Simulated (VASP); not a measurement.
A run of VASP 6.6.1 is set up as follows.

File INCAR:

```
SYSTEM = Ag
  ALGO = Normal
  EDIFF = 1E-6
  ENCUT = 400
  GGA = PE
  GGA_COMPAT = .FALSE.
  ISIF = 2
  ISMEAR = 0
  LASPH = .TRUE.
  LCHARG = .FALSE.
  LREAL = .FALSE.
  LWAVE = .FALSE.
  NBANDS = 12
  NELM = 120
  PREC = Accurate
  SIGMA = 0.1
```

Contents of KPOINTS:

```
k-points
0
G
  8 8 8
  0 0 0
```

POSCAR

```
Ag
1.0
    4.1216315400      0.0000000000      0.0000000000
    0.0000000000      4.1216315400      0.0000000000
    0.0000000000      0.0000000000      4.1216315400
Ag
1
Direct
    0.5000000000      0.5000000000      0.5000000000
```

Potentials or basis: VASP PAW PBE potentials, release 64 (Ag).

The run is started by

```bash
$ cat potpaw_PBE.64/Ag/POTCAR > POTCAR
$ mpirun -np 1 vasp_std > vasp.out
```

Task: Predict the pressure.

Result: -2.5 GPa.
